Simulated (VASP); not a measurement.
Crystal: GaN.

```xyz
4
Lattice="3.1800 0.0000 0.0000 -1.5900 2.7540 0.0000 0.0000 0.0000 5.1660" Properties=species:S:1:pos:R:3 pbc="T T T"
Ga    1.5900    0.9180    2.5830
Ga    0.0000    1.8360    0.0000
N     1.5900    0.9180    4.5203
N     0.0000    1.8360    1.9373
```

* Program: VASP 6.6.1
* Task: relaxation of cell and atoms
* Functional: BLYP
* Potentials or basis: VASP PAW PBE potentials, release 64 (Ga_d, N)
* Cutoff: 600 eV
* k mesh: 7 × 7 × 4
* Occupations: fermi-dirac, width 0.05 eV
* Spin: no spin polarisation

At the start: pressure 14.3 GPa; volume 11.31 Å³/atom.

Task: How do energy, volume and symmetry change on relaxing?

Result: Over 3 steps the energy falls by 38.2 meV/atom and the volume is 12.23 Å³/atom (+8.1 %); space group P6_3mc (No. 186, to 0.05 Å).

The path:
| step | energy change (eV) | largest force (eV/Å) | pressure (GPa) | volume (Å³) |
| --- | --- | --- | --- | --- |
| 1 | 0.0000 | 0.1333 | 14.29 | 45.24 |
| 2 | -0.0574 | 0.0489 | -8.66 | 52.17 |
| 3 | -0.1529 | 0.0011 | -0.15 | 48.91 |

Final structure:
```
Ga N
1.0
     3.25874    0.00000    0.00000
    -1.62937    2.82215    0.00000
     0.00000    0.00000    5.31789
Ga N
2 2
Direct
  0.66667 0.33333 0.49930
  0.33333 0.66667 0.99930
  0.66667 0.33333 0.87570
  0.33333 0.66667 0.37570
```

Caveat: the PAW data sets were made with another functional, which shifts forces and pressure a little.
